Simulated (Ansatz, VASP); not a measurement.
## CO2: VASP beside Ansatz

```
CELL_PARAMETERS angstrom
4.19256 0.00000 0.00000
0.00000 4.19256 0.00000
0.00000 0.00000 4.60511
ATOMIC_POSITIONS crystal
C 0.50000 0.50000 0.50000
C 0.00000 0.00000 0.00000
O 0.30427 0.69573 0.50000
O 0.69573 0.30427 0.50000
O 0.19573 0.19573 0.00000
O 0.80427 0.80427 0.00000
```

Alike in both runs: task single point; functional r2SCAN; k mesh 6 × 6 × 6; no spin polarisation.

```csv
,VASP,Ansatz
version,VASP 6.6.1,Ansatz 0.2.0
potentials or method,"VASP PAW PBE potentials, release 64 (C, O)","plane waves, PAW"
plane-wave cutoff (eV),520,500
occupations,"gaussian, width 0.01 eV",fixed
valence electrons in the cell,32,32
```

|  | VASP | Ansatz | Ansatz less VASP |
| --- | --- | --- | --- |
| gap on the k mesh at the Fermi level (eV) | 7.25 | 7.28 | +0.025 |
| pressure (GPa) | 2.6 | 0.6 | -2.03 |
| traceless stress, the component that is largest in VASP (GPa) | -2.16 | 0.24 | +2.402 |
| rms of the force components (eV/Å) | 0.332 | 0.039 | -0.2936 |

VASP's potentials were made for PBE, not for r2SCAN. Atom by atom the forces differ by 0.371 eV/Å (rms over components).

Noted on VASP's run: the standard files for N, O and F lose accuracy on very short bonds.
